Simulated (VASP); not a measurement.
Si4O7 (a cell with a defect): single point with PBE

System: Si4O7 (a cell with a defect).

```
Si O
1.0
     5.07998    0.00000    0.00000
     0.00000    5.07998    0.00000
     0.00000    0.00000    7.09148
Si O
4 7
Direct
  0.29443 0.29443 0.00000
  0.20557 0.79443 0.25000
  0.70557 0.70557 0.50000
  0.79443 0.20557 0.75000
  0.40537 0.74096 0.42483
  0.75904 0.90537 0.67483
  0.59463 0.25904 0.92483
  0.74096 0.40537 0.57517
  0.18577 0.27172 0.19956
  0.25904 0.59463 0.07517
  0.09463 0.24096 0.82517
```

This cell differs from its parent crystal: atoms taken out, atom 9 moved 1.125 of the way to it and +0.900 Å across, host rigid.

| Item | Value |
| --- | --- |
| Program | VASP 6.6.1 |
| Task | single point |
| Functional | PBE |
| Potentials or basis | VASP PAW PBE potentials, release 64 (Si, O) |
| Cutoff | 520 eV |
| k mesh | 4 × 4 × 4 |
| Occupations | gaussian, width 0.05 eV |
| Spin | no spin polarisation |
| Dipole correction | no |
| Further INCAR settings | ALGO = Normal; EDIFF = 1e-07; NBANDS = 40 |

```yaml
Pressure: 2.6 GPa
Largest_force: 10.055 eV/Å
Band_gap_on_the_k_mesh: 1.45 eV
```

Forces in eV/Å, atoms in the order of the input:
```
Si   0.633  0.803 -3.114
Si  -2.672  0.572  0.535
Si   1.966  0.137 -0.960
Si   0.364 -0.059 -0.032
O    0.362  0.343 -0.162
O   -0.081  0.060  0.178
O   -0.305 -0.356  0.299
O   -0.124 -0.047  0.068
O   -1.222 -8.398  5.393
O    1.003  7.254 -1.909
O    0.076 -0.310 -0.295
```

Stress tensor (GPa, compression positive):
```
-2.05  1.61  1.46
 1.61  5.45 -3.84
 1.46 -3.84  4.46
```

Levels at points of the mesh, in eV from the valence-band top:
```
           k point  band 27  band 28  band 29  band 30  band 31  band 32
(0.00, 0.00, 0.00)    -2.21    -1.77    -0.42     1.72     3.50     4.97
(0.50, 0.00, 0.00)    -1.99    -1.53     0.00     1.45     3.74     4.67
(0.00, 0.50, 0.00)    -2.15    -2.01    -0.94     2.24     3.77     4.94
(0.50, 0.50, 0.00)    -2.11    -2.00    -0.27     2.01     3.59     4.71
(0.00, 0.00, 0.50)    -2.10    -1.77    -0.32     1.52     4.04     4.12
(0.50, 0.00, 0.50)    -1.95    -1.58    -0.04     1.53     3.66     4.60
(0.00, 0.50, 0.50)    -2.29    -1.97    -0.93     2.29     3.75     5.00
(0.50, 0.50, 0.50)    -2.02    -1.98    -0.26     1.96     3.59     4.78
```

It took 8.7 min on 1 thread of Intel Xeon 8259CL (shared host), peak memory 0.38 GiB.

Caveat: the cell differs from its parent crystal (atoms taken out, atom 9 moved 1.125 of the way to it and +0.900 Å across, host rigid).
